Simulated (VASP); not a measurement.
# Li (Fd-3m) in VASP: a series of runs

The runs below take Li through single point, with PBE.

All numbers are computed with VASP 6.6.1; they aren't measurements. Logs are shortened: lines on timing, memory, paths and dates and some standing lists are left out, and cuts for length are marked.

**1. The cell of the first run**

It takes space group Fd-3m (No. 227, cubic). The conventional cell has a = 5.830 Å, b = 5.830 Å, c = 5.830 Å, α = 90.00°, β = 90.00°, γ = 90.00°. Within 3.3 Å of Li (site symmetry -43m) lie 4 Li at 2.52 Å.

**2. Single point, PBE (volume scaled by 0.96)**

Contents of INCAR:

```
SYSTEM = Li
PREC = Accurate ; ENCUT = 520
EDIFF = 1E-7 ; ISMEAR = -1
SIGMA = 0.1 ; LREAL = .False.
LASPH = .True. ; NELM = 60
ALGO = Normal ; ISIF = 2
LWAVE = .False. ; LCHARG = .True.
GGA = PE ; LELF = .True.
LVHAR = .True. ; NBANDS = 10
```

Contents of KPOINTS:

```
regular mesh
0
Gamma
  10 10 10
  0 0 0
```

Contents of POSCAR:

```
Li
1.0
    0.0000000000      2.9149216553      2.9149216553
    2.9149216553      0.0000000000      2.9149216553
    2.9149216553      2.9149216553      0.0000000000
Li
2
Direct
    0.1250000000      0.1250000000      0.1250000000
    0.8750000000      0.8750000000      0.8750000000
```

Potentials or basis: VASP PAW PBE potentials, release 64 (Li_sv).

The run is started by

```bash
$ cat potpaw_PBE.64/Li_sv/POTCAR > POTCAR
$ mpirun -np 1 vasp_std > vasp.out
```

OUTCAR:

```text
SYSTEM = Li
   PREC = Accurate
   ENCUT = 520
   EDIFF = 1E-7
   ISMEAR = -1
   LREAL = .False.
   LASPH = .True.
   NELM = 60
   ISIF = 2
   GGA = PE

 ion  position               nearest neighbor table
   1  0.125  0.125  0.125-   2 2.52   2 2.52   2 2.52   2 2.52
   2  0.875  0.875  0.875-   1 2.52   1 2.52   1 2.52   1 2.52

  LATTYP: Found a face centered cubic cell.
 ALAT       =     5.8298433106

  Lattice vectors:

 A1 = (   0.0000000000,   2.9149216553,   2.9149216553)
 A2 = (   2.9149216553,   0.0000000000,   2.9149216553)
 A3 = (   2.9149216553,   2.9149216553,   0.0000000000)

Analysis of symmetry for initial positions (statically):
=====================================================================
 Subroutine PRICEL returns:
 Original cell was already a primitive cell.

 Routine SETGRP: Setting up the symmetry group for a
 face centered cubic supercell.

 Subroutine GETGRP returns: Found 48 space group operations
 (whereof 12 operations were pure point group operations)
 out of a pool of 48 trial point group operations.

The static configuration has the point symmetry D_3d.
 The point group associated with its full space group is O_h .

Analysis of symmetry for dynamics (positions and initial velocities):
=====================================================================
 Subroutine PRICEL returns:
 Original cell was already a primitive cell.

 Routine SETGRP: Setting up the symmetry group for a
 face centered cubic supercell.

 Subroutine GETGRP returns: Found 48 space group operations
 (whereof 12 operations were pure point group operations)
 out of a pool of 48 trial point group operations.

The dynamic configuration has the point symmetry D_3d.
 The point group associated with its full space group is O_h .

 Subroutine INISYM returns: Found 48 space group operations
 (whereof 12 operations are pure point group operations),
 and found     1 'primitive' translations

----------------------------------------------------------------------------------------

                                     Primitive cell

  volume of cell :      49.5348

  direct lattice vectors                    reciprocal lattice vectors
     0.000000000  2.914921655  2.914921655    -0.171531197  0.171531197  0.171531197
     2.914921655  0.000000000  2.914921655     0.171531197 -0.171531197  0.171531197
     2.914921655  2.914921655  0.000000000     0.171531197  0.171531197 -0.171531197

  length of vectors
     4.122321738  4.122321738  4.122321738     0.297100748  0.297100748  0.297100748

  position of ions in fractional coordinates (direct lattice)
     0.125000000  0.125000000  0.125000000
     0.875000000  0.875000000  0.875000000

  ion indices of the primitive-cell ions
   primitive index   ion index
                 1           1
                 2           2

----------------------------------------------------------------------------------------

 KPOINTS: regular mesh

Automatic generation of k-mesh.
 Grid dimensions read from file:
 generate k-points for:   10   10   10

 Generating k-lattice:

  Cartesian coordinates                     Fractional coordinates (reciprocal lattice)
    -0.017153120  0.017153120  0.017153120     0.100000000  0.000000000  0.000000000
     0.017153120 -0.017153120  0.017153120     0.000000000  0.100000000  0.000000000
     0.017153120  0.017153120 -0.017153120     0.000000000  0.000000000  0.100000000

  Length of vectors
     0.029710075  0.029710075  0.029710075

  Shift w.r.t. Gamma in fractional coordinates (k-lattice)
     0.000000000  0.000000000  0.000000000

 Subroutine IBZKPT returns following result:
 ===========================================

 Found     47 irreducible k-points:

 Following reciprocal coordinates:
            Coordinates               Weight
  0.000000  0.000000  0.000000      1.000000
  0.100000  0.000000  0.000000      8.000000
  0.200000  0.000000  0.000000      8.000000
  0.300000  0.000000  0.000000      8.000000
  0.400000  0.000000  0.000000      8.000000
  0.500000  0.000000  0.000000      4.000000
[... 16 lines left out ...]
  0.300000  0.300000  0.000000      6.000000
  0.400000  0.300000  0.000000     24.000000
 [... further k-points ...]
   k-points           NKPTS =     47   k-points in BZ     NKDIM =     47   number of bands    NBANDS=     10
   number of dos      NEDOS =    301   number of ions     NIONS =      2
   total plane-waves  NPLWV =  32768
   dimension x,y,z NGX =    32 NGY =   32 NGZ =   32
   dimension x,y,z NGXF=    64 NGYF=   64 NGZF=   64
   ions per type =               2
   NGX,Y,Z   is equivalent  to a cutoff of  12.91, 12.91, 12.91 a.u.
   NGXF,Y,Z  is equivalent  to a cutoff of  25.81, 25.81, 25.81 a.u.
 SYSTEM =  Li
   PREC   = accura    normal or accurate (medium, high low for compatibility)
   ISTART =      0    job   : 0-new  1-cont  2-samecut
   ICHARG =      2    charge: 1-file 2-atom 10-const
   ISPIN  =      1    spin polarized calculation?
   LNONCOLLINEAR =      F non collinear calculations
   LSORBIT =      F    spin-orbit coupling
   LASPH  =      T    aspherical Exc in radial PAW
   ENCUT  =  520.0 eV  38.22 Ry    6.18 a.u.   7.66  7.66  7.66*2*pi/ulx,y,z
   NELM   =     60;   NELMIN=  2; NELMDL= -5     # of ELM steps
   EDIFF  = 0.1E-06   stopping-criterion for ELM
   LREAL  =      F    real-space projection
   EDIFFG = 0.1E-05   stopping-criterion for IOM
   NSW    =      0    number of steps for IOM
   IBRION =     -1    ionic relax: 0-MD 1-quasi-New 2-CG
   NFREE  =      0    steps in history (QN), initial steepest desc. (CG)
   ISIF   =      2    stress and relaxation
   ISYM   =      2    0-nonsym 1-usesym 2-fastsym
   POTIM  = 0.5000    time-step for ionic-motion
   TEBEG  =    0.0;   TEEND  =   0.0 temperature during run
   PSTRESS=    0.0 pullay stress
   NELECT =       6.0000    total number of electrons
   NUPDOWN=      -1.0000    fix difference up-down
   EMIN   =  10.00;   EMAX   =-10.00  energy-range for DOS
   EFERMI =   0.00;   METHOD = LEGACY
   ISMEAR =    -1;   SIGMA  =   0.10  broadening in eV -4-tet -1-fermi 0-gaus
   EFERMI_NEDOS =   21; number of points for ismear=-14 and -15
   IALGO  =     38    algorithm
   IMIX   =      4    mixing-type and parameters
     AMIX     =   0.40;   BMIX     =  1.00
     AMIX_MAG =   1.60;   BMIX_MAG =  1.00
  volume/ion in A,a.u.               =      24.77       167.14
  Fermi-wavevector in a.u.,A,eV,Ry     =   0.810006  1.530690  8.926920  0.656110
  Thomas-Fermi vector in A             =   1.919102
   LORBIT       =      0    0 simple, 1 ext, 2 COOP (PROOUT), +10 PAW based schemes
   GGA     = PE    functional components
   LHFCALC =     F    Hartree Fock is set to
   AEXX    =    0.0000 exact exchange contribution
   IVDW    =     0    specifies the selected vdW correction
   LEPSILON=     F    determine dielectric tensor
   LRPA    =     F    only Hartree local field effects (RPA)
 non-spin polarized calculation
  energy-cutoff  :      520.00
  volume of cell :       49.53
 maximum number of plane-waves:      1363
   NGX = 15   NGY = 15   NGZ = 15

 number of electron       6.0000000 magnetization

 Free energy of the ion-electron system (eV)
  ---------------------------------------------------
  ext. energy  EPLUGINS =         0.00000000
  ---------------------------------------------------
  free energy    TOTEN  =        -2.79246174 eV

  energy without entropy =       -2.76688345  energy(sigma->0) =       -2.77967260

 E-fermi :   0.2821     XC(G=0):  -6.5534

 val. band max:        0.2446122588   @ k =  -0.3000   0.4000   0.2000
 cond. band min:       0.3721660904   @ k =   0.5000   0.5000   0.0000
 fundamental gap:      0.1275538316
 Fermi energy:         0.2821363652

 k-point     1 :       0.0000    0.0000    0.0000
  band No.  band energies     occupation
      1     -47.4903      2.00000
      2     -47.4050      2.00000
      3      -3.1247      2.00000
      4       5.9711      0.00000
      5       5.9712      0.00000
      6       5.9712      0.00000
      7       7.0983      0.00000
      8       7.0984      0.00000
      9       7.0984      0.00000
     10      11.9053      0.00000

 k-point     2 :       0.1000    0.0000    0.0000
  band No.  band energies     occupation
      1     -47.4887      2.00000
      2     -47.4064      2.00000
      3      -3.0224      2.00000
      4       4.8994      0.00000
      5       5.6323      0.00000
      6       5.6324      0.00000
      7       7.5285      0.00000
      8       7.5285      0.00000
      9       7.9962      0.00000
     10      11.0578      0.00000

 k-point     3 :       0.2000    0.0000    0.0000
  band No.  band energies     occupation
      1     -47.4843      2.00000
      2     -47.4107      2.00000
      3      -2.7171      2.00000
      4       3.4059      0.00000
      5       5.1635      0.00000
      6       5.1636      0.00000
      7       8.0193      0.00000
      8       8.0193      0.00000
      9       8.9830      0.00000
     10      10.2377      0.00000

 k-point     4 :       0.3000    0.0000    0.0000
  band No.  band energies     occupation
      1     -47.4779      2.00000
      2     -47.4169      2.00000
      3      -2.2141      2.00000
      4       1.9801      0.00000
      5       4.8238      0.00000
      6       4.8238      0.00000
      7       7.8930      0.00000
      8       7.8930      0.00000
      9       9.6582      0.00000
     10       9.6796      0.00000
[... 222 lines left out ...]
 k-point    22 :      -0.2000    0.2000    0.0000
  band No.  band energies     occupation
      1     -47.4754      2.00000
      2     -47.4194      2.00000
      3      -2.0391      2.00000
      4       2.7002      0.00000
      5       2.7477      0.00000
      6       4.9425      0.00000
      7       7.7848      0.00000
      8       8.4413      0.00000
      9       9.8761      0.00000
     10       9.8807      0.00000

 k-point    23 :       0.3000    0.3000    0.0000
  band No.  band energies     occupation
      1     -47.4725      2.00000
      2     -47.4222      2.00000
      3      -1.8817      2.00000
      4       3.1863      0.00000
      5       3.1863      0.00000
      6       3.5984      0.00000
      7       6.4622      0.00000
      8       6.5017      0.00000
      9      11.3651      0.00000
     10      11.3651      0.00000

 k-point    24 :       0.4000    0.3000    0.0000
  band No.  band energies     occupation
      1     -47.4663      2.00000
      2     -47.4283      2.00000
      3      -1.3637      2.00000
      4       2.4479      0.00000
      5       2.8042      0.00000
      6       2.9778      0.00000
      7       6.3166      0.00000
      8       6.8844      0.00000
      9      11.5651      0.00000
     10      12.0749      0.00000

 [... further k-points ...]
[... 5 lines left out ...]
  --------------------------------------------------------------------------------------
  -------------------------------------------------------------------------------------
  Total        0.0456205      0.0456205      0.0456205     -0.0000000     -0.0000000      0.0000000
  in kB        1.4755714      1.4755714      1.4755714     -0.0000000     -0.0000000      0.0000000
  external PRESSURE =       1.4755714 kB  Pullay stress =       0.0000000 kB

 VOLUME and BASIS-vectors are now :
 -----------------------------------------------------------------------------
  energy-cutoff  :      520.00
  volume of cell :       49.53
      direct lattice vectors                 reciprocal lattice vectors
     0.000000000  2.914921655  2.914921655    -0.171531197  0.171531197  0.171531197
     2.914921655  0.000000000  2.914921655     0.171531197 -0.171531197  0.171531197
     2.914921655  2.914921655  0.000000000     0.171531197  0.171531197 -0.171531197

 POSITION                                       TOTAL-FORCE (eV/Angst)
 -----------------------------------------------------------------------------------
      0.72873      0.72873      0.72873         0.000000      0.000000      0.000000
      5.10111      5.10111      5.10111        -0.000000     -0.000000     -0.000000
 -----------------------------------------------------------------------------------
    total drift:                                0.000000      0.000000      0.000000

  FREE ENERGIE OF THE ION-ELECTRON SYSTEM (eV)
  ---------------------------------------------------
  free  energy   TOTEN  =        -2.7924617447 eV

  energy  without entropy=       -2.7668834490  energy(sigma->0) =       -2.77967260
```

Run time: 13 s. Hardware: 1 thread of AMD EPYC 9R45 (Zen 5), shared host; peak memory 0.13 GiB.

What came out:

```yaml
Free_energy: -2.7925 eV
Band_gap_on_the_k_mesh: zero (band 3 reaches 0.78 eV, above the bottom of band 4 at -0.02 eV)
```

Caveat: the cutoff is under 1.25 times the usual one of these potentials, so pressure, stress and relaxed cells hold a basis-set (Pulay) error.

(Part 1 of 2 ends here.)
